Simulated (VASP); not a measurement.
Wanted: the native input for a VASP 6.6.1 run.

* Task: single point
* Functional: r2SCAN
* Potentials or basis: VASP PAW PBE potentials, release 64 (Te, Pb_d)
* Cutoff: 520 eV
* k mesh: 8 × 8 × 8
* Occupations: gaussian, width 0.02 eV
* Spin: no spin polarisation
* Dipole correction: no
* Further INCAR settings: ALGO = Normal; EDIFF = 1e-06; NBANDS = 17

The system is TePb.

```
Te Pb
1.0
     0.00000    3.26811    3.26811
     3.26811    0.00000    3.26811
     3.26811    3.26811    0.00000
Te Pb
1 1
Cartesian
  3.2681 3.2681 3.2681
  0.0000 0.0000 0.0000
```

One way to write it, as run:

POSCAR

```
TePb
1.0
    0.0000000000      3.2681071912      3.2681071912
    3.2681071912      0.0000000000      3.2681071912
    3.2681071912      3.2681071912      0.0000000000
Te Pb
1 1
Direct
    0.5000000000      0.5000000000      0.5000000000
    0.0000000000      0.0000000000      0.0000000000
```

INCAR.step1

```
PREC = Accurate
ENCUT = 520
ISMEAR = 0
SIGMA = 0.02
LREAL = F
LASPH = T
NELM = 60
NBANDS = 17
GGA = PE
ALGO = Normal
EDIFF = 1E-4
LWAVE = T
LCHARG = F
```

INCAR.step2

```
PREC = Accurate
ENCUT = 520
EDIFF = 1E-6
ISMEAR = 0
SIGMA = 0.02
LREAL = F
LASPH = T
NELM = 60
ALGO = Normal
ISIF = 2
LWAVE = F
LCHARG = T
METAGGA = R2SCAN
LMIXTAU = T
LELF = T
LVHAR = T
NBANDS = 17
ISTART = 1
```

KPOINTS

```
Automatic mesh
0
Gamma
  8 8 8
```

Potentials or basis: VASP PAW PBE potentials, release 64 (Te, Pb_d).

Launch:

```sh
$ cat potpaw_PBE.64/Te/POTCAR potpaw_PBE.64/Pb_d/POTCAR > POTCAR
$ cp INCAR.step1 INCAR
$ mpirun -np 1 vasp_std > vasp.out
$ cp INCAR.step2 INCAR
$ mpirun -np 1 vasp_std > vasp.out
```

Results of the run:

The pressure is 0.0 GPa and the band gap on the k mesh is 1.09 eV.

Caveat: the PAW data sets were made with another functional, which shifts forces and pressure a little; spin-orbit coupling is left out, which moves the levels of the heavy elements.

Wall time 2 min on 1 thread of Intel(R) Xeon(R) Platinum 8259CL CPU @ 2.50GHz (Skylake/Cascade Lake), on a shared host, peak memory 0.23 GiB.
